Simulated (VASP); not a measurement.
# TiO2: single point with PBE

The system is TiO2.

```
CELL_PARAMETERS angstrom
4.86010 0.00000 0.00000
0.00000 4.86010 0.00000
0.00000 0.00000 2.96386
ATOMIC_POSITIONS crystal
Ti 0.00000 0.00000 0.00000
Ti 0.50000 0.50000 0.50000
O 0.30510 0.30510 0.00000
O 0.19490 0.80510 0.50000
O 0.69490 0.69490 0.00000
O 0.80510 0.19490 0.50000
```

| Item | Value |
| --- | --- |
| Program | VASP 6.6.1 |
| Task | single point |
| Functional | PBE |
| Potentials or basis | VASP PAW PBE potentials, release 64 (Ti_sv, O) |
| Cutoff | 520 eV |
| k mesh | 6 × 6 × 10 |
| Occupations | gaussian, width 0.05 eV |
| Spin | no spin polarisation |

```
Pressure               : -14.8 GPa
Largest force          : 0.551 eV/Å
Band gap on the k mesh : 1.71 eV, direct
```

Forces on the atoms (eV/Å):
```
Ti   0.000  0.000  0.000
Ti   0.000  0.000  0.000
O    0.389  0.389  0.000
O   -0.389  0.389  0.000
O   -0.389 -0.389  0.000
O    0.389 -0.389  0.000
```

Stress tensor (GPa, compression positive):
```
-16.71   0.00   0.00
  0.00 -16.71   0.00
  0.00   0.00 -11.02
```

Levels at points of the mesh, in eV from the valence-band top:
```csv
k point,band 22,band 23,band 24,band 25,band 26,band 27
"(0.00, 0.00, 0.00)",-0.35,-0.35,0.00,1.71,1.90,2.41
"(0.50, 0.00, 0.00)",-1.14,-0.56,-0.56,2.26,2.26,2.77
"(0.50, 0.50, 0.00)",-0.94,-0.92,-0.92,1.71,1.71,2.43
"(0.00, 0.00, 0.50)",-1.70,-1.27,-1.27,2.64,2.64,3.19
"(0.50, 0.00, 0.50)",-1.74,-0.76,-0.76,1.83,1.83,3.18
"(0.50, 0.50, 0.50)",-0.92,-0.63,-0.63,2.39,2.39,2.91
```

Wall time 2.9 min on 1 thread of Intel Xeon 8259CL (shared host), peak memory 0.25 GiB.

A k mesh can miss the band edges. A hybrid or GW would open this gap; PBE tends to underestimate it.
